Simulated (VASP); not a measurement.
**P: single point with PBE**

The system is P.

```xyz
4
Lattice="1.6548 -5.6507 0.0000 1.6548 5.6507 0.0000 0.0000 0.0000 4.5647" Properties=species:S:1:pos:R:3 pbc="T T T"
P     1.6548   -4.5896    0.3950
P     1.6548   -1.0611    2.6774
P     1.6548    4.5896    4.1697
P     1.6548    1.0611    1.8874
```

```
Program                : VASP 6.6.1
Task                   : single point
Functional             : PBE
Potentials or basis    : VASP PAW PBE potentials, release 64 (P)
Cutoff                 : 520 eV
k mesh                 : 12 × 12 × 8
Occupations            : gaussian, width 0.01 eV
Spin                   : no spin polarisation
Dipole correction      : no
Further INCAR settings : ALGO = Normal; EDIFF = 1e-06; NBANDS = 18
```

The pressure is -0.3 GPa, the largest force is 0.051 eV/Å and the band gap on the k mesh is 0.15 eV.

Forces in eV/Å, atoms in the order of the input:
```
P    0.000 -0.037  0.035
P    0.000  0.037  0.035
P    0.000  0.037 -0.035
P    0.000 -0.037 -0.035
```

Levels at points of the mesh, in eV from the valence-band top:
| k point | band 8 | band 9 | band 10 | band 11 | band 12 | band 13 |
| --- | --- | --- | --- | --- | --- | --- |
| (0.00, 0.00, 0.00) | -2.59 | -2.27 | -0.98 | 0.76 | 1.25 | 2.13 |
| (0.50, 0.00, 0.00) | -3.20 | -2.47 | -2.47 | 0.79 | 0.79 | 1.57 |
| (0.50, 0.50, 0.00) | -2.15 | -1.60 | 0.00 | 0.15 | 1.07 | 2.28 |
| (0.00, 0.00, 0.50) | -2.98 | -1.50 | -1.50 | 1.60 | 1.60 | 3.01 |
| (0.50, 0.00, 0.50) | -5.14 | -1.69 | -1.69 | 1.84 | 1.84 | 3.51 |
| (0.50, 0.50, 0.50) | -2.77 | -1.77 | -1.77 | 1.58 | 1.58 | 2.58 |

Wall time 4.5 min on 1 thread of Intel(R) Xeon(R) Platinum 8259CL CPU @ 2.50GHz (Skylake/Cascade Lake), with other jobs on the host, peak memory 0.41 GiB.

Caveat: semilocal functionals underestimate gaps, and a narrow one can read as zero. A k mesh can miss the band edges.
